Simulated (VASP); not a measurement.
# CdTe in VASP: single point with r2SCAN

Aim: the single point of CdTe with r2SCAN.

Everything below comes from runs of VASP 6.6.1. Logs are shortened: lines on timing, memory, paths and dates and some standing lists are left out, and cuts for length are marked.

### Step 1. The cell of the first run

The cell holds layers of an interface, 4 atoms: a = 4.589 Å, b = 4.589 Å, c = 6.489 Å, α = 90.00°, β = 90.00°, γ = 90.00°.

### Step 2. Single point, r2SCAN

The input, POSCAR:

```
CdTe
1.0
    3.2446380000      3.2446380000      0.0000000000
   -3.2446380000      3.2446380000      0.0000000000
    0.0000000000      0.0000000000      6.4892770000
Cd Te
2 2
Direct
    0.0000000000      0.0000000000      0.0000000000
    0.5000000000      0.5000000000      0.5000000000
    0.5000000000      0.0000000000      0.2500000000
    0.0000000000      0.5000000000      0.7500000000
```

The input, INCAR.step1:

```
PREC     = Accurate       # precision mode
ENCUT    = 440            # plane-wave cutoff, eV
ISMEAR   = -1             # smearing method
SIGMA    = 0.05           # smearing width, eV
LREAL    = F              # projectors in reciprocal space
LASPH    = T              # aspherical terms in the spheres
NELM     = 120            # most SCF steps
NBANDS   = 26             # bands
GGA      = PE             # functional
ALGO     = Normal         # electronic algorithm
EDIFF    = 1E-5           # SCF threshold, eV
LWAVE    = T              # write WAVECAR
LCHARG   = F              # write CHGCAR
GGA_COMPAT= F
```

The input, INCAR.step2:

```
PREC     = Accurate       # precision mode
ENCUT    = 440            # plane-wave cutoff, eV
EDIFF    = 1E-6           # SCF threshold, eV
ISMEAR   = -1             # smearing method
SIGMA    = 0.05           # smearing width, eV
LREAL    = F              # projectors in reciprocal space
LASPH    = T              # aspherical terms in the spheres
NELM     = 120            # most SCF steps
ALGO     = Normal         # electronic algorithm
ISIF     = 2              # what is computed and relaxed
LWAVE    = F              # write WAVECAR
LCHARG   = F              # write CHGCAR
METAGGA  = R2SCAN         # meta-GGA
LMIXTAU  = T            
NBANDS   = 26             # bands
ISTART   = 1            
GGA_COMPAT= F
```

The input, KPOINTS:

```
regular mesh
0
Gamma
  4 4 2
```

Potentials or basis: VASP PAW PBE potentials, release 64 (Cd, Te).

Started as:

```sh
> cat potpaw_PBE.64/Cd/POTCAR potpaw_PBE.64/Te/POTCAR > POTCAR
> cp INCAR.step1 INCAR
> mpirun -np 1 vasp_std > vasp.out
> cp INCAR.step2 INCAR
> mpirun -np 1 vasp_std > vasp.out
```

OUTCAR:

```text
PREC = Accurate
   ENCUT = 440
   EDIFF = 1E-6
   ISMEAR = -1
   LREAL = F
   LASPH = T
   NELM = 120
   ISIF = 2
   METAGGA = R2SCAN
   ISTART = 1

 ion  position               nearest neighbor table
   1  0.000  0.000  0.000-   3 2.81   4 2.81   4 2.81   3 2.81
   2  0.500  0.500  0.500-   3 2.81   4 2.81   3 2.81   4 2.81
   3  0.500  0.000  0.250-   1 2.81   2 2.81   2 2.81   1 2.81
   4  0.000  0.500  0.750-   1 2.81   2 2.81   1 2.81   2 2.81

  LATTYP: Found a simple tetragonal cell.
 ALAT       =     4.5886110646
 C/A-ratio  =     1.4142137803

  Lattice vectors:

 A1 = (   3.2446380000,   3.2446380000,   0.0000000000)
 A2 = (  -3.2446380000,   3.2446380000,   0.0000000000)
 A3 = (   0.0000000000,   0.0000000000,   6.4892770000)

Analysis of symmetry for initial positions (statically):
=====================================================================
 Subroutine PRICEL returns following result:

  LATTYP: Found a face centered cubic cell.
 ALAT       =     6.4892765000

  Lattice vectors:

 A1 = (   0.0000000000,  -3.2446380000,  -3.2446385000)
 A2 = (   3.2446380000,   0.0000000000,  -3.2446385000)
 A3 = (   3.2446380000,  -3.2446380000,   0.0000000000)

   2 primitive cells build up your supercell.

 Routine SETGRP: Setting up the symmetry group for a
 simple tetragonal supercell.

 Subroutine GETGRP returns: Found  8 space group operations
 (whereof  8 operations were pure point group operations)
 out of a pool of 16 trial point group operations.

The static configuration has the point symmetry D_2d.

Analysis of symmetry for dynamics (positions and initial velocities):
=====================================================================
 Subroutine PRICEL returns following result:

  LATTYP: Found a face centered cubic cell.
 ALAT       =     6.4892765000

  Lattice vectors:

 A1 = (   0.0000000000,  -3.2446380000,  -3.2446385000)
 A2 = (   3.2446380000,   0.0000000000,  -3.2446385000)
 A3 = (   3.2446380000,  -3.2446380000,   0.0000000000)

   2 primitive cells build up your supercell.

 Routine SETGRP: Setting up the symmetry group for a
 simple tetragonal supercell.

 Subroutine GETGRP returns: Found  8 space group operations
 (whereof  8 operations were pure point group operations)
 out of a pool of 16 trial point group operations.

The dynamic configuration has the point symmetry D_2d.

 Subroutine INISYM returns: Found  8 space group operations
 (whereof  8 operations are pure point group operations),
 and found     2 'primitive' translations

----------------------------------------------------------------------------------------

                                     Primitive cell

  volume of cell :      68.3170

  direct lattice vectors                    reciprocal lattice vectors
     0.000000000 -3.244638000 -3.244638500    -0.154100396 -0.154100396 -0.154100372
     3.244638000  0.000000000 -3.244638500     0.154100396  0.154100396 -0.154100372
     3.244638000 -3.244638000  0.000000000     0.154100396 -0.154100396  0.154100372

  length of vectors
     4.588611418  4.588611418  4.588611065     0.266909701  0.266909701  0.266909701

  position of ions in fractional coordinates (direct lattice)
     0.000000000  0.000000000  0.000000000
     0.250000000  0.250000000  0.250000000

  ion indices of the primitive-cell ions
   primitive index   ion index
                 1           1
                 2           3

----------------------------------------------------------------------------------------

 KPOINTS: regular mesh

Automatic generation of k-mesh.
 Grid dimensions read from file:
 generate k-points for:    4    4    2

 Generating k-lattice:

  Cartesian coordinates                     Fractional coordinates (reciprocal lattice)
     0.038525099  0.038525099  0.000000000     0.250000000  0.000000000  0.000000000
    -0.038525099  0.038525099  0.000000000     0.000000000  0.250000000  0.000000000
     0.000000000  0.000000000  0.077050186     0.000000000  0.000000000  0.500000000

  Length of vectors
     0.054482717  0.054482717  0.077050186

  Shift w.r.t. Gamma in fractional coordinates (k-lattice)
     0.000000000  0.000000000  0.000000000

 Subroutine IBZKPT returns following result:
 ===========================================

 Found     12 irreducible k-points:

 Following reciprocal coordinates:
            Coordinates               Weight
  0.000000  0.000000  0.000000      1.000000
  0.250000  0.000000  0.000000      4.000000
  0.500000  0.000000  0.000000      2.000000
  0.250000  0.250000  0.000000      4.000000
  0.500000  0.250000  0.000000      4.000000
  0.500000  0.500000  0.000000      1.000000
  0.000000  0.000000  0.500000      1.000000
  0.250000  0.000000  0.500000      4.000000
  0.500000  0.000000  0.500000      2.000000
  0.250000  0.250000  0.500000      4.000000
  0.500000  0.250000  0.500000      4.000000
  0.500000  0.500000  0.500000      1.000000
   k-points           NKPTS =     12   k-points in BZ     NKDIM =     12   number of bands    NBANDS=     26
   number of dos      NEDOS =    301   number of ions     NIONS =      4
   total plane-waves  NPLWV =  49152
   dimension x,y,z NGX =    32 NGY =   32 NGZ =   48
   dimension x,y,z NGXF=    64 NGYF=   64 NGZF=   96
   ions per type =               2   2
   NGX,Y,Z   is equivalent  to a cutoff of  11.59, 11.59, 12.30 a.u.
   NGXF,Y,Z  is equivalent  to a cutoff of  23.19, 23.19, 24.59 a.u.
 SYSTEM =  unknown system
   PREC   = accura    normal or accurate (medium, high low for compatibility)
   ISTART =      1    job   : 0-new  1-cont  2-samecut
   ICHARG =      0    charge: 1-file 2-atom 10-const
   ISPIN  =      1    spin polarized calculation?
   LNONCOLLINEAR =      F non collinear calculations
   LSORBIT =      F    spin-orbit coupling
   LASPH  =      T    aspherical Exc in radial PAW
   ENCUT  =  440.0 eV  32.34 Ry    5.69 a.u.   7.85  7.85 11.10*2*pi/ulx,y,z
   NELM   =    120;   NELMIN=  2; NELMDL=  0     # of ELM steps
   EDIFF  = 0.1E-05   stopping-criterion for ELM
   LREAL  =      F    real-space projection
   EDIFFG = 0.1E-04   stopping-criterion for IOM
   NSW    =      0    number of steps for IOM
   IBRION =     -1    ionic relax: 0-MD 1-quasi-New 2-CG
   NFREE  =      0    steps in history (QN), initial steepest desc. (CG)
   ISIF   =      2    stress and relaxation
   ISYM   =      2    0-nonsym 1-usesym 2-fastsym
   POTIM  = 0.5000    time-step for ionic-motion
   TEBEG  =    0.0;   TEEND  =   0.0 temperature during run
   PSTRESS=    0.0 pullay stress
   NELECT =      36.0000    total number of electrons
   NUPDOWN=      -1.0000    fix difference up-down
   EMIN   =  10.00;   EMAX   =-10.00  energy-range for DOS
   EFERMI =   0.00;   METHOD = LEGACY
   ISMEAR =    -1;   SIGMA  =   0.05  broadening in eV -4-tet -1-fermi 0-gaus
   EFERMI_NEDOS =   21; number of points for ismear=-14 and -15
   IALGO  =     38    algorithm
   IMIX   =      4    mixing-type and parameters
     AMIX     =   0.40;   BMIX     =  1.00
     AMIX_MAG =   1.60;   BMIX_MAG =  1.00
  volume/ion in A,a.u.               =      34.16       230.51
  Fermi-wavevector in a.u.,A,eV,Ry     =   1.049517  1.983299 14.986620  1.101486
  Thomas-Fermi vector in A             =   2.184483
   LORBIT       =      0    0 simple, 1 ext, 2 COOP (PROOUT), +10 PAW based schemes
   METAGGA = R2SCAN    functional components
   LHFCALC =     F    Hartree Fock is set to
   AEXX    =    0.0000 exact exchange contribution
   IVDW    =     0    specifies the selected vdW correction
   LEPSILON=     F    determine dielectric tensor
   LRPA    =     F    only Hartree local field effects (RPA)
 non-spin polarized calculation
  energy-cutoff  :      440.00
  volume of cell :      136.63
 maximum number of plane-waves:      2916
 NGX is ok and might be reduce to    32
   NGX = 15   NGY = 15   NGZ = 23

 number of electron      35.9999976 magnetization

 Free energy of the ion-electron system (eV)
  ---------------------------------------------------
  ext. energy  EPLUGINS =         0.00000000
  ---------------------------------------------------
  free energy    TOTEN  =       -93.22396890 eV

  energy without entropy =      -93.22396838  energy(sigma->0) =      -93.22396864

 E-fermi :   2.7308     XC(G=0):  -9.0831

 val. band max:        2.0745666279   @ k =   0.0000   0.0000   0.0000
 cond. band min:       3.3308292945   @ k =   0.0000   0.0000   0.0000
 fundamental gap:      1.2562626666
 Fermi energy:         2.7307574363

 k-point     1 :       0.0000    0.0000    0.0000
  band No.  band energies     occupation
      1      -9.4291      2.00000
      2      -8.9013      2.00000
      3      -6.4848      2.00000
      4      -6.4848      2.00000
      5      -6.4838      2.00000
      6      -6.3127      2.00000
[... 18 lines left out ...]
     25       9.9951      0.00000
     26      11.5166      0.00000

 k-point     2 :       0.2500    0.0000    0.0000
  band No.  band energies     occupation
      1      -9.2810      2.00000
      2      -8.9129      2.00000
      3      -6.4600      2.00000
      4      -6.4456      2.00000
      5      -6.3616      2.00000
      6      -6.3542      2.00000
[... 18 lines left out ...]
     25       9.9011      0.00000
     26      10.0457      0.00000

 k-point     3 :       0.5000    0.0000    0.0000
  band No.  band energies     occupation
      1      -9.0265      2.00000
      2      -9.0265      2.00000
      3      -6.4006      2.00000
      4      -6.4006      2.00000
      5      -6.3957      2.00000
      6      -6.3957      2.00000
[... 224 lines left out ...]
 k-point    11 :       0.5000    0.2500    0.5000
  band No.  band energies     occupation
      1      -8.9633      2.00000
      2      -8.9633      2.00000
      3      -6.3888      2.00000
      4      -6.3888      2.00000
      5      -6.3771      2.00000
      6      -6.3771      2.00000
[... 18 lines left out ...]
     25       9.7191      0.00000
     26       9.7191      0.00000

 k-point    12 :       0.5000    0.5000    0.5000
  band No.  band energies     occupation
      1      -8.9034      2.00000
      2      -8.9034      2.00000
      3      -6.3531      2.00000
      4      -6.3531      2.00000
      5      -6.3461      2.00000
      6      -6.3461      2.00000
[... 18 lines left out ...]
     25       8.7640      0.00000
     26       8.7640      0.00000

------------------------ aborting loop because EDIFF is reached ----------------------------------------

  FORCE on cell =-STRESS in cart. coord.  units (eV):
  Direction    XX          YY          ZZ          XY          YZ          ZX
  --------------------------------------------------------------------------------------
  -------------------------------------------------------------------------------------
  Total        1.2606746      1.2606746      1.0753375      0.0000000      0.0000000      0.0000000
  in kB       14.7827342     14.7827342     12.6094626      0.0000000      0.0000000      0.0000000
  external PRESSURE =      14.0583103 kB  Pullay stress =       0.0000000 kB

 VOLUME and BASIS-vectors are now :
 -----------------------------------------------------------------------------
  energy-cutoff  :      440.00
  volume of cell :      136.63
      direct lattice vectors                 reciprocal lattice vectors
     3.244638000  3.244638000  0.000000000     0.154100396  0.154100396  0.000000000
    -3.244638000  3.244638000  0.000000000    -0.154100396  0.154100396  0.000000000
     0.000000000  0.000000000  6.489277000     0.000000000  0.000000000  0.154100372

 POSITION                                       TOTAL-FORCE (eV/Angst)
 -----------------------------------------------------------------------------------
      0.00000      0.00000      0.00000         0.000000      0.000000     -0.000000
      0.00000      3.24464      3.24464        -0.000000     -0.000000      0.000000
      1.62232      1.62232      1.62232         0.000000      0.000000     -0.000000
     -1.62232      1.62232      4.86696         0.000000      0.000000     -0.000000
 -----------------------------------------------------------------------------------
    total drift:                               -0.000000      0.000000     -0.000000

  FREE ENERGIE OF THE ION-ELECTRON SYSTEM (eV)
  ---------------------------------------------------
  free  energy   TOTEN  =       -93.2239688983 eV

  energy  without entropy=      -93.2239683760  energy(sigma->0) =      -93.22396864
```

Wall time 60 s (1 thread of Intel Xeon 6975P-C (Granite Rapids), shared host); peak memory 0.23 GiB.

What came out:

```yaml
Free_energy: -93.2240 eV
Pressure: 1.4 GPa
Band_gap_on_the_k_mesh: 1.26 eV
```

Levels at points of the mesh, in eV from the valence-band top:
| k point | band 15 | band 16 | band 17 | band 18 | band 19 | band 20 | band 21 | band 22 |
| --- | --- | --- | --- | --- | --- | --- | --- | --- |
| (0.00, 0.00, 0.00) | -1.90 | 0.00 | 0.00 | 0.00 | 1.26 | 2.88 | 2.98 | 5.03 |
| (0.50, 0.00, 0.00) | -2.18 | -2.18 | -0.82 | -0.82 | 3.55 | 3.55 | 5.56 | 5.56 |
| (0.50, 0.50, 0.00) | -1.90 | -1.90 | -1.90 | -1.90 | 2.88 | 2.88 | 2.98 | 2.98 |
| (0.00, 0.00, 0.50) | -1.10 | -1.10 | -1.10 | -1.10 | 3.29 | 3.29 | 3.71 | 3.71 |
| (0.50, 0.00, 0.50) | -0.79 | -0.79 | -0.79 | -0.79 | 2.22 | 2.22 | 5.58 | 5.58 |
| (0.50, 0.50, 0.50) | -2.37 | -2.37 | -2.23 | -2.23 | 4.66 | 4.66 | 4.94 | 4.94 |

Caveat: the k points lie up to 0.48 Å⁻¹ apart; the PAW data sets were made with another functional, which shifts forces and pressure a little; spin-orbit coupling is left out, which moves the levels of the heavy elements.
